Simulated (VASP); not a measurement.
# MgO (CsCl type) (Pm-3m) in VASP: a series of runs, part 2 of 2

VASP 6.6.1. The steps go on from the part before.

### 4 Single point, LDA (volume scaled by 1.1)

Contents of INCAR:

```
SYSTEM = MgO
PREC     = Accurate       ! precision mode
ENCUT    = 600            ! plane-wave cutoff, eV
EDIFF    = 1E-6           ! SCF threshold, eV
ISMEAR   = 0              ! smearing method
SIGMA    = 0.01           ! smearing width, eV
LREAL    = .FALSE.        ! projectors in reciprocal space
LASPH    = .TRUE.         ! aspherical terms in the spheres
NELM     = 120            ! most SCF steps
ALGO     = Normal         ! electronic algorithm
ISIF     = 2              ! what is computed and relaxed
LWAVE    = .FALSE.        ! write WAVECAR
LCHARG   = .FALSE.        ! write CHGCAR
NBANDS   = 11             ! bands
GGA_COMPAT= .FALSE.
```

Contents of KPOINTS:

```
Automatic mesh
0
G
  12 12 12
  0 0 0
```

Contents of POSCAR:

```
MgO
1.0
    2.1677882425      0.0000000000      0.0000000000
    0.0000000000      2.1677882425      0.0000000000
    0.0000000000      0.0000000000      2.1677882425
Mg O
1 1
Direct
    0.0000000000      0.0000000000      0.0000000000
    0.5000000000      0.5000000000      0.5000000000
```

Potentials or basis: VASP PAW LDA potentials, release 64 (Mg, O).

Command:

```console
cat potpaw_LDA.64/Mg/POTCAR potpaw_LDA.64/O/POTCAR > POTCAR
mpirun -np 1 vasp_std > vasp.out
```

OUTCAR:

```text
SYSTEM = MgO
   PREC = Accurate
   ENCUT = 600
   EDIFF = 1E-6
   ISMEAR = 0
   LREAL = .FALSE.
   LASPH = .TRUE.
   NELM = 120
   ISIF = 2

 ion  position               nearest neighbor table
   1  0.000  0.000  0.000-   2 1.88   2 1.88   2 1.88   2 1.88   2 1.88   2 1.88   2 1.88   2 1.88

   2  0.500  0.500  0.500-   1 1.88   1 1.88   1 1.88   1 1.88   1 1.88   1 1.88   1 1.88   1 1.88

  LATTYP: Found a simple cubic cell.
 ALAT       =     2.1677882425

  Lattice vectors:

 A1 = (   2.1677882425,   0.0000000000,   0.0000000000)
 A2 = (   0.0000000000,   2.1677882425,   0.0000000000)
 A3 = (   0.0000000000,   0.0000000000,   2.1677882425)

Analysis of symmetry for initial positions (statically):
=====================================================================
 Subroutine PRICEL returns:
 Original cell was already a primitive cell.

 Routine SETGRP: Setting up the symmetry group for a
 simple cubic supercell.

 Subroutine GETGRP returns: Found 48 space group operations
 (whereof 48 operations were pure point group operations)
 out of a pool of 48 trial point group operations.

The static configuration has the point symmetry O_h .

Analysis of symmetry for dynamics (positions and initial velocities):
=====================================================================
 Subroutine PRICEL returns:
 Original cell was already a primitive cell.

 Routine SETGRP: Setting up the symmetry group for a
 simple cubic supercell.

 Subroutine GETGRP returns: Found 48 space group operations
 (whereof 48 operations were pure point group operations)
 out of a pool of 48 trial point group operations.

The dynamic configuration has the point symmetry O_h .

 Subroutine INISYM returns: Found 48 space group operations
 (whereof 48 operations are pure point group operations),
 and found     1 'primitive' translations

----------------------------------------------------------------------------------------

                                     Primitive cell

  volume of cell :      10.1871

[... 111 lines left out ...]
  Thomas-Fermi vector in A             =   2.620583
   LORBIT       =      0    0 simple, 1 ext, 2 COOP (PROOUT), +10 PAW based schemes
   GGA     = CA    functional components
   LHFCALC =     F    Hartree Fock is set to
   AEXX    =    0.0000 exact exchange contribution
   IVDW    =     0    specifies the selected vdW correction
   LEPSILON=     F    determine dielectric tensor
   LRPA    =     F    only Hartree local field effects (RPA)
 non-spin polarized calculation
 Gauss-broadening in eV      SIGMA  =   0.01
  energy-cutoff  :      600.00
  volume of cell :       10.19
 maximum number of plane-waves:       356
 NGX is ok and might be reduce to    18
   NGX =  9   NGY =  9   NGZ =  9

 number of electron       7.9999997 magnetization

 Free energy of the ion-electron system (eV)
  ---------------------------------------------------
  ext. energy  EPLUGINS =         0.00000000
  ---------------------------------------------------
  free energy    TOTEN  =        -8.15971111 eV

  energy without entropy =       -8.15971111  energy(sigma->0) =       -8.15971111

 E-fermi :  12.1027     XC(G=0): -14.9161

 val. band max:       12.0121982729   @ k =   0.5000   0.5000   0.0000
 cond. band min:      18.7811144394   @ k =   0.5000   0.5000   0.0000
 fundamental gap:      6.7689161665
 Fermi energy:        12.1027437759

 k-point     1 :       0.0000    0.0000    0.0000
  band No.  band energies     occupation
      1     -11.7355      2.00000
      2      10.1866      2.00000
      3      10.1866      2.00000
      4      10.1866      2.00000
      5      22.4405      0.00000
      6      22.4405      0.00000
      7      22.7955      0.00000
      8      43.8477      0.00000
      9      43.8477      0.00000
     10      43.8477      0.00000
     11      47.8546      0.00000
[... 309 lines left out ...]
 k-point    24 :       0.4167    0.3333    0.0000
  band No.  band energies     occupation
      1      -7.4885      2.00000
      2       3.2760      2.00000
      3       5.0457      2.00000
      4      11.5740      2.00000
      5      21.2309      0.00000
      6      28.5405      0.00000
      7      31.1177      0.00000
      8      33.8865      0.00000
      9      36.3252      0.00000
     10      37.2917      0.00000
     11      44.5849      0.00000

 [... further k-points ...]
[... 5 lines left out ...]
  --------------------------------------------------------------------------------------
  -------------------------------------------------------------------------------------
  Total       17.1106607     17.1106607     17.1106607      0.0000000      0.0000000     -0.0000000
  in kB     2691.0811332   2691.0811332   2691.0811332      0.0000000      0.0000000     -0.0000000
  external PRESSURE =    2691.0811332 kB  Pullay stress =       0.0000000 kB

 VOLUME and BASIS-vectors are now :
 -----------------------------------------------------------------------------
  energy-cutoff  :      600.00
  volume of cell :       10.19
      direct lattice vectors                 reciprocal lattice vectors
     2.167788242  0.000000000  0.000000000     0.461299670  0.000000000  0.000000000
     0.000000000  2.167788242  0.000000000     0.000000000  0.461299670  0.000000000
     0.000000000  0.000000000  2.167788242     0.000000000  0.000000000  0.461299670

 POSITION                                       TOTAL-FORCE (eV/Angst)
 -----------------------------------------------------------------------------------
      0.00000      0.00000      0.00000         0.000000      0.000000      0.000000
      1.08389      1.08389      1.08389         0.000000      0.000000      0.000000
 -----------------------------------------------------------------------------------
    total drift:                                0.000000     -0.000000      0.000000

  FREE ENERGIE OF THE ION-ELECTRON SYSTEM (eV)
  ---------------------------------------------------
  free  energy   TOTEN  =        -8.1597111069 eV

  energy  without entropy=       -8.1597111069  energy(sigma->0) =       -8.15971111
```

OSZICAR:

```text
N       E                     dE             d eps       ncg     rms          rms(c)
DAV:   1     0.230466760271E+02    0.23047E+02   -0.57014E+03  2144   0.786E+02
DAV:   2    -0.102505002655E+02   -0.33297E+02   -0.32792E+02  2147   0.172E+02
DAV:   3    -0.107183724321E+02   -0.46787E+00   -0.46763E+00  2205   0.167E+01
DAV:   4    -0.107188635497E+02   -0.49112E-03   -0.49111E-03  2062   0.598E-01
DAV:   5    -0.107188641309E+02   -0.58117E-06   -0.58116E-06  2130   0.188E-02    0.888E+00
DAV:   6    -0.836308099524E+01    0.23558E+01   -0.67737E+00  1884   0.183E+01    0.224E+00
DAV:   7    -0.820480300584E+01    0.15828E+00   -0.33007E-01  2097   0.440E+00    0.134E+00
DAV:   8    -0.815995421424E+01    0.44849E-01   -0.16359E-02  2002   0.133E+00    0.138E-01
DAV:   9    -0.815973695215E+01    0.21726E-03   -0.51886E-04  2120   0.170E-01    0.632E-02
DAV:  10    -0.815971161181E+01    0.25340E-04   -0.78024E-05  2048   0.727E-02    0.701E-03
DAV:  11    -0.815971110686E+01    0.50495E-06   -0.50825E-07  1519   0.701E-03
   1 F= -.81597111E+01 E0= -.81597111E+01  d E =-.242896E-40
```

stdout:

```text
POSCAR found type information on POSCAR MgO
 POSCAR found :  2 types and       2 ions
 scaLAPACK will be used
 LDA part: xc-table for (Slater(with rela. corr.)+CA(PZ))
 , standard interpolation
 POSCAR, INCAR and KPOINTS ok, starting setup
 FFT: planning ... GRIDC
 FFT: planning ... GRID_SOFT
 FFT: planning ... GRID
 WAVECAR not read
 entering main loop
```

It took 5 s on 1 thread of Intel Xeon 6975P-C (Granite Rapids), shared host; peak memory 0.12 GiB.

What came out:

| Item | Value |
| --- | --- |
| Free energy | -8.1597 eV |
| Pressure | 269.1 GPa |
| Band gap on the k mesh | 6.77 eV, direct |

 A k mesh can miss the band edges.

### 5 Single point, LDA (volume scaled by 1.04)

Contents of INCAR:

```
SYSTEM = MgO
  PREC = Accurate
  ENCUT = 600
  EDIFF = 1E-6
  ISMEAR = 0
  SIGMA = 0.01
  LREAL = .False.
  LASPH = .True.
  NELM = 120
  ALGO = Normal
  ISIF = 2
  LWAVE = .False.
  LCHARG = .False.
  GGA = CA
  NBANDS = 11
  GGA_COMPAT = .False.
```

Contents of KPOINTS:

```
Automatic mesh
0
Gamma
  12 12 12
  0 0 0
```

Contents of POSCAR:

```
MgO
1.0
    2.1276347480      0.0000000000      0.0000000000
    0.0000000000      2.1276347480      0.0000000000
    0.0000000000      0.0000000000      2.1276347480
Mg O
1 1
Direct
    0.0000000000      0.0000000000      0.0000000000
    0.5000000000      0.5000000000      0.5000000000
```

Command:

```console
cat potpaw_LDA.64/Mg/POTCAR potpaw_LDA.64/O/POTCAR > POTCAR
mpirun -np 1 vasp_std > vasp.out
```

Wall time 6.3 s (1 thread of Intel Xeon 6975P-C (Granite Rapids), shared host); peak memory 0.12 GiB.

Results (log left out):

- Free energy: -7.1130 eV
- Pressure: 334.7 GPa
- Band gap on the k mesh: 6.97 eV, direct

Levels at points of the mesh, in eV from the valence-band top:
```tsv
k point	band 1	band 2	band 3	band 4	band 5	band 6	band 7	band 8	band 9
(0.00, 0.00, 0.00)	-24.42	-1.92	-1.92	-1.92	10.35	10.35	11.98	33.27	33.27
(0.50, 0.00, 0.00)	-20.99	-11.69	-1.42	-1.42	14.82	17.14	18.34	20.42	26.03
(0.50, 0.50, 0.00)	-19.06	-8.80	-8.80	0.00	6.97	19.53	20.79	20.79	23.95
(0.50, 0.50, 0.50)	-15.98	-8.10	-8.10	-8.10	10.60	10.60	10.60	28.86	28.86
```

### 6 Single point, LDA (volume scaled by 1.2)

Contents of INCAR:

```
SYSTEM = MgO
PREC = Accurate
ENCUT = 600
EDIFF = 1E-6
ISMEAR = 0
SIGMA = 0.01
LREAL = .FALSE.
LASPH = .TRUE.
NELM = 120
ALGO = Normal
ISIF = 2
LWAVE = .FALSE.
LCHARG = .FALSE.
NBANDS = 11
GGA_COMPAT = .FALSE.
```

Contents of KPOINTS:

```
regular mesh
0
G
  12 12 12
  0 0 0
```

Contents of POSCAR:

```
MgO
1.0
    2.2315829953      0.0000000000      0.0000000000
    0.0000000000      2.2315829953      0.0000000000
    0.0000000000      0.0000000000      2.2315829953
Mg O
1 1
Direct
    0.0000000000      0.0000000000      0.0000000000
    0.5000000000      0.5000000000      0.5000000000
```

Potentials or basis: VASP PAW LDA potentials, release 64 (Mg, O).

Command:

```console
cat potpaw_LDA.64/Mg/POTCAR potpaw_LDA.64/O/POTCAR > POTCAR
mpirun -np 1 vasp_std > vasp.out
```

Wall time 4.1 s (1 thread of Intel Xeon 6975P-C (Granite Rapids), shared host); peak memory 0.12 GiB.

Results (log left out):

- Free energy: -9.4700 eV
- Pressure: 187.1 GPa
- Band gap on the k mesh: 6.46 eV, direct

Levels at points of the mesh, in eV from the valence-band top:
```tsv
k point	band 1	band 2	band 3	band 4	band 5	band 6	band 7	band 8
(0.00, 0.00, 0.00)	-22.76	-1.69	-1.69	-1.69	9.09	10.51	10.51	29.71
(0.50, 0.00, 0.00)	-19.93	-10.34	-1.16	-1.16	12.54	15.83	16.59	19.77
(0.50, 0.50, 0.00)	-18.17	-7.76	-7.76	0.00	6.46	17.86	18.39	18.39
(0.50, 0.50, 0.50)	-15.80	-6.82	-6.82	-6.82	9.67	9.67	9.67	26.10
```

 A k mesh can miss the band edges.

### 7 Single point, LDA (volume scaled by 1.3)

Contents of INCAR:

```
ALGO     = Normal         # electronic algorithm
EDIFF    = 1E-6           # SCF threshold, eV
ENCUT    = 600            # plane-wave cutoff, eV
GGA      = CA             # functional
GGA_COMPAT= False        
ISIF     = 2              # what is computed and relaxed
ISMEAR   = 0              # smearing method
LASPH    = True           # aspherical terms in the spheres
LCHARG   = False          # write CHGCAR
LREAL    = False          # projectors in reciprocal space
LWAVE    = False          # write WAVECAR
NBANDS   = 11             # bands
NELM     = 120            # most SCF steps
PREC     = Accurate       # precision mode
SIGMA    = 0.01           # smearing width, eV
```

Contents of KPOINTS:

```
k-points
0
Gamma
  12 12 12
```

Contents of POSCAR:

```
MgO
1.0
    2.2919250544      0.0000000000      0.0000000000
    0.0000000000      2.2919250544      0.0000000000
    0.0000000000      0.0000000000      2.2919250544
Mg O
1 1
Direct
    0.0000000000      0.0000000000      0.0000000000
    0.5000000000      0.5000000000      0.5000000000
```

Command:

```console
cat potpaw_LDA.64/Mg/POTCAR potpaw_LDA.64/O/POTCAR > POTCAR
mpirun -np 1 vasp_std > vasp.out
```

Wall time 4.1 s (1 thread of Intel Xeon 6975P-C (Granite Rapids), shared host); peak memory 0.12 GiB.

The run converged. Its results:

```yaml
Free_energy: -10.3795 eV
Pressure: 129.1 GPa
Band_gap_on_the_k_mesh: 6.17 eV, direct
```

Levels at points of the mesh, in eV from the valence-band top:
```tsv
k point	band 2	band 3	band 4	band 5	band 6	band 7
(0.00, 0.00, 0.00)	-1.57	-1.57	-1.57	7.70	10.55	10.55
(0.50, 0.00, 0.00)	-9.64	-1.03	-1.03	11.40	14.56	16.26
(0.50, 0.50, 0.00)	-7.21	-7.21	0.00	6.17	16.99	17.16
(0.50, 0.50, 0.50)	-6.19	-6.19	-6.19	9.21	9.21	9.21
```

 A k mesh can miss the band edges.

### 8 Summary

| cell | gap on the mesh (eV) | pressure (GPa) |
| --- | --- | --- |
| a = 2.093 Å, 2 atoms | 7.15 | 402.1 |
| a = 2.064 Å, 2 atoms | 7.31 | 466.4 |
| a = 2.168 Å, 2 atoms | 6.77 | 269.1 |
| a = 2.128 Å, 2 atoms | 6.97 | 334.7 |
| a = 2.232 Å, 2 atoms | 6.46 | 187.1 |
| a = 2.292 Å, 2 atoms | 6.17 | 129.1 |

Alike in all rows: task single point; level LDA; potentials or basis VASP PAW LDA potentials, release 64 (Mg, O); no spin polarisation; k mesh 12 × 12 × 12; cutoff (eV) 600; smearing gaussian 0.01 eV.

Total energies depend on the potentials used, so only differences within one code and one set of settings carry meaning.
